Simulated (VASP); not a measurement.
# Fe (P6_3/mmc) in VASP: notebook

Runs on Fe. Level: PBE. Tasks: single point.

Program: VASP 6.6.1. These are calculated values, not measurements. Logs are shortened: lines on timing, memory, paths and dates and some standing lists are left out, and cuts for length are marked.

### 1 The cell of the first run

The structure is hexagonal, space group P6_3/mmc (No. 194). Conventional cell: a = 2.159 Å, b = 2.159 Å, c = 3.436 Å, α = 90.00°, β = 90.00°, γ = 120.00°. Fe (site symmetry -6m2) has 12 Fe at 2.12 to 2.16 Å within 2.8 Å.

### 2 Single point, PBE, collinear spin, ferromagnetic start (volume scaled by 0.68)

INCAR

```
SYSTEM = Fe
PREC = Accurate
ENCUT = 520
EDIFF = 1E-7
ISMEAR = -1
SIGMA = 0.05
LREAL = .FALSE.
LASPH = .TRUE.
NELM = 150
ALGO = Normal
ISIF = 2
LWAVE = .FALSE.
LCHARG = .FALSE.
ISPIN = 2
MAGMOM = 2.5 2.5
LORBIT = 11
LMAXMIX = 4
GGA = PE
NBANDS = 19
```

KPOINTS

```
Automatic mesh
0
G
  17 17 9
  0 0 0
```

POSCAR

```
Fe
1.0
    2.1591613013      0.0000000000      0.0000000000
   -1.0795806506      1.8698885378      0.0000000000
    0.0000000000      0.0000000000      3.4357901948
Fe
2
Direct
    0.3333333333      0.6666666667      0.2500000000
    0.6666666667      0.3333333333      0.7500000000
```

Potentials or basis: VASP PAW PBE potentials, release 64 (Fe).

Launch:

```sh
cat potpaw_PBE.64/Fe/POTCAR > POTCAR
mpirun -np 1 vasp_std > vasp.out
```

OUTCAR:

```text
SYSTEM = Fe
   PREC = Accurate
   ENCUT = 520
   EDIFF = 1E-7
   ISMEAR = -1
   LREAL = .FALSE.
   LASPH = .TRUE.
   NELM = 150
   ISIF = 2
   ISPIN = 2
   LORBIT = 11
   GGA = PE

 ion  position               nearest neighbor table
   1  0.333  0.667  0.250-   2 2.12   2 2.12   2 2.12   2 2.12   2 2.12   2 2.12   2 3.03   2 3.03
                             2 3.03   2 3.03   2 3.03   2 3.03
   2  0.667  0.333  0.750-   1 2.12   1 2.12   1 2.12   1 2.12   1 2.12   1 2.12   1 3.03   1 3.03
                             1 3.03   1 3.03   1 3.03   1 3.03

  LATTYP: Found a hexagonal cell.
 ALAT       =     2.1591613013
 C/A-ratio  =     1.5912614739

  Lattice vectors:

 A1 = (   2.1591613013,   0.0000000000,   0.0000000000)
 A2 = (  -1.0795806506,   1.8698885378,   0.0000000000)
 A3 = (   0.0000000000,   0.0000000000,   3.4357901948)

Analysis of symmetry for initial positions (statically):
=====================================================================
 Subroutine PRICEL returns:
 Original cell was already a primitive cell.

 Routine SETGRP: Setting up the symmetry group for a
 hexagonal supercell.

 Subroutine GETGRP returns: Found 24 space group operations
 (whereof 12 operations were pure point group operations)
 out of a pool of 24 trial point group operations.

The static configuration has the point symmetry D_3d.
 The point group associated with its full space group is D_6h.

Analysis of symmetry for dynamics (positions and initial velocities):
=====================================================================
 Subroutine PRICEL returns:
 Original cell was already a primitive cell.

 Routine SETGRP: Setting up the symmetry group for a
 hexagonal supercell.

 Subroutine GETGRP returns: Found 24 space group operations
 (whereof 12 operations were pure point group operations)
 out of a pool of 24 trial point group operations.

The dynamic configuration has the point symmetry D_3d.
 The point group associated with its full space group is D_6h.

Analysis of structural, dynamic, and magnetic symmetry:
=====================================================================
 Subroutine PRICEL returns:
 Original cell was already a primitive cell.

 Routine SETGRP: Setting up the symmetry group for a
 hexagonal supercell.

 Subroutine GETGRP returns: Found 24 space group operations
 (whereof 12 operations were pure point group operations)
 out of a pool of 24 trial point group operations.

The overall configuration has the point symmetry D_3d.
 The point group associated with its full space group is D_6h.

 Subroutine INISYM returns: Found 24 space group operations
 (whereof 12 operations are pure point group operations),
 and found     1 'primitive' translations

----------------------------------------------------------------------------------------

                                     Primitive cell

  volume of cell :      13.8716

  direct lattice vectors                    reciprocal lattice vectors
     2.159161301  0.000000000  0.000000000     0.463142795  0.267395617  0.000000000
    -1.079580651  1.869888538  0.000000000     0.000000000  0.534791235  0.000000000
     0.000000000  0.000000000  3.435790195     0.000000000  0.000000000  0.291053860

  length of vectors
     2.159161301  2.159161301  3.435790195     0.534791235  0.534791235  0.291053860

  position of ions in fractional coordinates (direct lattice)
     0.333333333  0.666666667  0.250000000
     0.666666667  0.333333333  0.750000000

  ion indices of the primitive-cell ions
   primitive index   ion index
                 1           1
                 2           2

----------------------------------------------------------------------------------------

 KPOINTS: Automatic mesh

Automatic generation of k-mesh.
 Grid dimensions read from file:
 generate k-points for:   17   17    9

 Generating k-lattice:

  Cartesian coordinates                     Fractional coordinates (reciprocal lattice)
     0.027243694  0.015729154  0.000000000     0.058823529 -0.000000000  0.000000000
     0.000000000  0.031458308  0.000000000     0.000000000  0.058823529  0.000000000
     0.000000000  0.000000000  0.032339318     0.000000000  0.000000000  0.111111111

  Length of vectors
     0.031458308  0.031458308  0.032339318

  Shift w.r.t. Gamma in fractional coordinates (k-lattice)
     0.000000000  0.000000000  0.000000000

 Subroutine IBZKPT returns following result:
 ===========================================

 Found    165 irreducible k-points:

 Following reciprocal coordinates:
            Coordinates               Weight
  0.000000  0.000000  0.000000      1.000000
  0.058824  0.000000  0.000000      6.000000
  0.117647  0.000000  0.000000      6.000000
  0.176471  0.000000  0.000000      6.000000
  0.235294  0.000000  0.000000      6.000000
  0.294118 -0.000000  0.000000      6.000000
[... 16 lines left out ...]
  0.411765  0.117647  0.000000     12.000000
  0.176471  0.176471  0.000000      6.000000
 [... further k-points ...]
   k-points           NKPTS =    165   k-points in BZ     NKDIM =    165   number of bands    NBANDS=     19
   number of dos      NEDOS =    301   number of ions     NIONS =      2
   total plane-waves  NPLWV =   7168
   dimension x,y,z NGX =    16 NGY =   16 NGZ =   28
   dimension x,y,z NGXF=    32 NGYF=   32 NGZF=   56
   ions per type =               2
   NGX,Y,Z   is equivalent  to a cutoff of  12.32, 12.32, 13.55 a.u.
   NGXF,Y,Z  is equivalent  to a cutoff of  24.64, 24.64, 27.10 a.u.
 SYSTEM =  Fe
   PREC   = accura    normal or accurate (medium, high low for compatibility)
   ISTART =      0    job   : 0-new  1-cont  2-samecut
   ICHARG =      2    charge: 1-file 2-atom 10-const
   ISPIN  =      2    spin polarized calculation?
   LNONCOLLINEAR =      F non collinear calculations
   LSORBIT =      F    spin-orbit coupling
   LASPH  =      T    aspherical Exc in radial PAW
   ENCUT  =  520.0 eV  38.22 Ry    6.18 a.u.   4.01  4.01  6.39*2*pi/ulx,y,z
   NELM   =    150;   NELMIN=  2; NELMDL= -5     # of ELM steps
   EDIFF  = 0.1E-06   stopping-criterion for ELM
   LREAL  =      F    real-space projection
   EDIFFG = 0.1E-05   stopping-criterion for IOM
   NSW    =      0    number of steps for IOM
   IBRION =     -1    ionic relax: 0-MD 1-quasi-New 2-CG
   NFREE  =      0    steps in history (QN), initial steepest desc. (CG)
   ISIF   =      2    stress and relaxation
   ISYM   =      2    0-nonsym 1-usesym 2-fastsym
   POTIM  = 0.5000    time-step for ionic-motion
   TEBEG  =    0.0;   TEEND  =   0.0 temperature during run
   PSTRESS=    0.0 pullay stress
   NELECT =      16.0000    total number of electrons
   NUPDOWN=      -1.0000    fix difference up-down
   EMIN   =  10.00;   EMAX   =-10.00  energy-range for DOS
   EFERMI =   0.00;   METHOD = LEGACY
   ISMEAR =    -1;   SIGMA  =   0.05  broadening in eV -4-tet -1-fermi 0-gaus
   EFERMI_NEDOS =   21; number of points for ismear=-14 and -15
   IALGO  =     38    algorithm
   IMIX   =      4    mixing-type and parameters
     AMIX     =   0.40;   BMIX     =  1.00
     AMIX_MAG =   1.60;   BMIX_MAG =  1.00
  volume/ion in A,a.u.               =       6.94        46.81
  Fermi-wavevector in a.u.,A,eV,Ry     =   1.716876  3.244426 40.105408  2.947664
  Thomas-Fermi vector in A             =   2.793981
   LORBIT       =     11    0 simple, 1 ext, 2 COOP (PROOUT), +10 PAW based schemes
   GGA     = PE    functional components
   LHFCALC =     F    Hartree Fock is set to
   AEXX    =    0.0000 exact exchange contribution
   IVDW    =     0    specifies the selected vdW correction
   LEPSILON=     F    determine dielectric tensor
   LRPA    =     F    only Hartree local field effects (RPA)
 spin polarized calculation
  energy-cutoff  :      520.00
  volume of cell :       13.87
 maximum number of plane-waves:       383
   NGX =  9   NGY =  9   NGZ = 13

 number of electron      15.9999997 magnetization      -0.0005118

 number of electron      15.9999997 magnetization       0.0000054

 Free energy of the ion-electron system (eV)
  ---------------------------------------------------
  ext. energy  EPLUGINS =         0.00000000
  ---------------------------------------------------
  free energy    TOTEN  =       -12.53818415 eV

  energy without entropy =      -12.52547773  energy(sigma->0) =      -12.53183094

 E-fermi :  12.2734     XC(G=0): -16.1854

 val. band max:       12.2710625757   @ k =   0.2941  -0.0000   0.2222
 cond. band min:      12.2750087239   @ k =   0.2941  -0.0000   0.0000
 fundamental gap:      0.0039461482
 Fermi energy:        12.2734498121

 spin component 1

 k-point     1 :       0.0000    0.0000    0.0000
  band No.  band energies     occupation
      1       1.1677      1.00000
      2       4.4406      1.00000
      3       9.3066      1.00000
      4       9.3066      1.00000
      5       9.4947      1.00000
      6      10.1449      1.00000
[... 11 lines left out ...]
     18      46.9386      0.00000
     19      47.2652      0.00000
[... 485 lines left out ...]
 k-point    24 :       0.1765    0.1765    0.0000
  band No.  band energies     occupation
      1       5.0201      1.00000
      2       6.2835      1.00000
      3       6.6423      1.00000
      4       6.8034      1.00000
      5       8.9397      1.00000
      6       9.6405      1.00000
[... 11 lines left out ...]
     18      42.3390      0.00000
     19      43.4135      0.00000

 [... further k-points ...]

 spin component 2

 k-point     1 :       0.0000    0.0000    0.0000
  band No.  band energies     occupation
      1       1.1677      1.00000
      2       4.4406      1.00000
      3       9.3066      1.00000
      4       9.3066      1.00000
      5       9.4947      1.00000
      6      10.1449      1.00000
[... 11 lines left out ...]
     18      46.9386      0.00000
     19      47.2652      0.00000
[... 485 lines left out ...]
 k-point    24 :       0.1765    0.1765    0.0000
  band No.  band energies     occupation
      1       5.0201      1.00000
      2       6.2835      1.00000
      3       6.6423      1.00000
      4       6.8034      1.00000
      5       8.9397      1.00000
      6       9.6405      1.00000
[... 11 lines left out ...]
     18      42.3390      0.00000
     19      43.4135      0.00000

 [... further k-points ...]
[... 5 lines left out ...]
  --------------------------------------------------------------------------------------
  -------------------------------------------------------------------------------------
  Total       23.0352982     23.0352982     22.9647698      0.0000000      0.0000000      0.0000000
  in kB     2660.5840229   2660.5840229   2652.4379686      0.0000001      0.0000000      0.0000000
  external PRESSURE =    2657.8686715 kB  Pullay stress =       0.0000000 kB

 VOLUME and BASIS-vectors are now :
 -----------------------------------------------------------------------------
  energy-cutoff  :      520.00
  volume of cell :       13.87
      direct lattice vectors                 reciprocal lattice vectors
     2.159161301  0.000000000  0.000000000     0.463142795  0.267395617  0.000000000
    -1.079580651  1.869888538  0.000000000     0.000000000  0.534791235  0.000000000
     0.000000000  0.000000000  3.435790195     0.000000000  0.000000000  0.291053860

 POSITION                                       TOTAL-FORCE (eV/Angst)
 -----------------------------------------------------------------------------------
     -0.00000      1.24659      0.85895         0.000000      0.000000      0.000000
      1.07958      0.62330      2.57684        -0.000000      0.000000      0.000000
 -----------------------------------------------------------------------------------
    total drift:                                0.000000     -0.000000     -0.000000

  FREE ENERGIE OF THE ION-ELECTRON SYSTEM (eV)
  ---------------------------------------------------
  free  energy   TOTEN  =       -12.5381841474 eV

  energy  without entropy=      -12.5254777293  energy(sigma->0) =      -12.53183094

 total charge

# of ion       s       p       d       tot
------------------------------------------
    1        0.781   1.136   6.974   8.891
    2        0.781   1.136   6.974   8.891
--------------------------------------------------
tot          1.561   2.272  13.949  17.782

 magnetization (x)

# of ion       s       p       d       tot
------------------------------------------
    1       -0.000  -0.000   0.000   0.000
    2       -0.000  -0.000   0.000   0.000
--------------------------------------------------
tot         -0.000  -0.000   0.000   0.000
```

Run time: 59 s. Hardware: 1 thread of AMD EPYC 7R43 (Zen 3), shared host; peak memory 0.14 GiB.

What came out:

```
Free energy            : -12.5382 eV
Pressure               : 265.8 GPa
Band gap on the k mesh : zero (filled and empty bands overlap)
Net moment             : 0.00 μB per cell
```

Stress tensor (GPa, compression positive):
```
266.06   0.00   0.00
  0.00 266.06   0.00
  0.00   0.00 265.24
```

Caveat: the cell differs from its parent crystal (volume scaled by 0.68); the starting moments collapsed, and a magnetic state may lie lower.

### 3 Single point, PBE, collinear spin, ferromagnetic start

This run uses another cell than the first one, of 7.75 Å³/atom, 1.118 times its volume.

INCAR

```
SYSTEM = Fe
PREC = Accurate ; ENCUT = 520
EDIFF = 1E-7 ; ISMEAR = -1
SIGMA = 0.05 ; LREAL = .False.
LASPH = .True. ; NELM = 150
ALGO = Normal ; ISIF = 2
LWAVE = .False. ; LCHARG = .True.
ISPIN = 2 ; MAGMOM = 2.5 2.5
LORBIT = 11 ; LMAXMIX = 4
GGA = PE ; LELF = .True.
LVHAR = .True. ; NBANDS = 19
```

KPOINTS

```
regular mesh
0
Gamma
  17 17 9
  0 0 0
```

POSCAR

```
Fe
1.0
    2.2418648186      0.0000000000      0.0000000000
   -1.1209324093      1.9415118847      0.0000000000
    0.0000000000      0.0000000000      3.5619075877
Fe
2
Direct
    0.3333333333      0.6666666667      0.2500000000
    0.6666666667      0.3333333333      0.7500000000
```

Potentials or basis: VASP PAW PBE potentials, release 64 (Fe).

Launch:

```sh
cat potpaw_PBE.64/Fe/POTCAR > POTCAR
mpirun -np 1 vasp_std > vasp.out
```

OUTCAR:

```text
SYSTEM = Fe
   PREC = Accurate
   ENCUT = 520
   EDIFF = 1E-7
   ISMEAR = -1
   LREAL = .False.
   LASPH = .True.
   NELM = 150
   ISIF = 2
   ISPIN = 2
   LORBIT = 11
   GGA = PE

 ion  position               nearest neighbor table
   1  0.333  0.667  0.250-   2 2.20   2 2.20   2 2.20   2 2.20   2 2.20   2 2.20
   2  0.667  0.333  0.750-   1 2.20   1 2.20   1 2.20   1 2.20   1 2.20   1 2.20

  LATTYP: Found a hexagonal cell.
 ALAT       =     2.2418648186
 C/A-ratio  =     1.5888146146

  Lattice vectors:

 A1 = (   2.2418648186,   0.0000000000,   0.0000000000)
 A2 = (  -1.1209324093,   1.9415118847,   0.0000000000)
[... 1275 lines left out ...]

 VOLUME and BASIS-vectors are now :
 -----------------------------------------------------------------------------
  energy-cutoff  :      520.00
  volume of cell :       15.50
      direct lattice vectors                 reciprocal lattice vectors
     2.241864819  0.000000000  0.000000000     0.446057225  0.257531259  0.000000000
    -1.120932409  1.941511885  0.000000000     0.000000000  0.515062518  0.000000000
     0.000000000  0.000000000  3.561907588     0.000000000  0.000000000  0.280748440

 POSITION                                       TOTAL-FORCE (eV/Angst)
 -----------------------------------------------------------------------------------
     -0.00000      1.29434      0.89048        -0.000000     -0.000000      0.000000
      1.12093      0.64717      2.67143         0.000000      0.000000      0.000000
 -----------------------------------------------------------------------------------
    total drift:                                0.000000     -0.000000     -0.000000

  FREE ENERGIE OF THE ION-ELECTRON SYSTEM (eV)
  ---------------------------------------------------
  free  energy   TOTEN  =       -14.5901327921 eV

  energy  without entropy=      -14.5751570523  energy(sigma->0) =      -14.58264492

 total charge

# of ion       s       p       d       tot
------------------------------------------
    1        0.700   0.971   6.734   8.405
    2        0.700   0.971   6.734   8.405
--------------------------------------------------
tot          1.400   1.943  13.467  16.811

 magnetization (x)

# of ion       s       p       d       tot
------------------------------------------
    1       -0.000  -0.000  -0.000  -0.000
    2       -0.000  -0.000  -0.000  -0.000
--------------------------------------------------
tot         -0.000  -0.000  -0.000  -0.000
```

stdout:

```text
POSCAR found type information on POSCAR Fe
 POSCAR found :  1 types and       2 ions
 scaLAPACK will be used
 LDA part: xc-table for (Slater+PW92), standard interpolation
 POSCAR, INCAR and KPOINTS ok, starting setup
 FFT: planning ... GRIDC
 FFT: planning ... GRID_SOFT
 FFT: planning ... GRID
 WAVECAR not read
 entering main loop
```

Wall time 91 s (1 thread of AMD EPYC 7R43 (Zen 3), shared host); peak memory 0.15 GiB.

Results:

| Quantity | Value |
| --- | --- |
| Free energy | -14.5901 eV |
| Pressure | 147.0 GPa |
| Band gap on the k mesh | zero (filled and empty bands overlap) |
| Net moment | 0.00 μB per cell |

Caveat: the starting moments collapsed, and a magnetic state may lie lower.

### 4 Single point, PBE, collinear spin, ferromagnetic start

INCAR

```
PREC = Accurate
ENCUT = 520
EDIFF = 1E-6
ISMEAR = -1
SIGMA = 0.05
LREAL = F
LASPH = T
NELM = 150
ALGO = Normal
ISIF = 2
LWAVE = F
LCHARG = F
ISPIN = 2
MAGMOM = 2.5 2.5
LORBIT = 11
LMAXMIX = 4
GGA = PE
NBANDS = 19
```

KPOINTS

```
regular mesh
0
Gamma
  17 17 9
```

POSCAR is that of step 3.

Launch:

```sh
cat potpaw_PBE.64/Fe/POTCAR > POTCAR
mpirun -np 1 vasp_std > vasp.out
```

Wall time 78 s (1 thread of AMD EPYC 7R43 (Zen 3), shared host); peak memory 0.15 GiB.

It converged, with:

| Property | Result |
| --- | --- |
| Free energy | -14.5901 eV |
| Pressure | 147.0 GPa |
| Band gap on the k mesh | zero (filled and empty bands overlap) |
| Net moment | 0.00 μB per cell |

Stress tensor (GPa, compression positive):
```
147.09   0.00   0.00
  0.00 147.09   0.00
  0.00   0.00 146.71
```

Levels at points of the mesh, in eV from the Fermi level:
Spin up:
```csv
k point,band 5,band 6,band 7,band 8,band 9,band 10,band 11,band 12
"(0.00, 0.00, 0.00)",-2.34,-1.80,-1.80,-1.24,-1.24,0.75,1.04,1.04
```
Spin down:
```tsv
k point	band 5	band 6	band 7	band 8	band 9	band 10	band 11	band 12
(0.00, 0.00, 0.00)	-2.34	-1.80	-1.80	-1.24	-1.24	0.75	1.04	1.04
```

Caveat: the starting moments collapsed, and a magnetic state may lie lower.
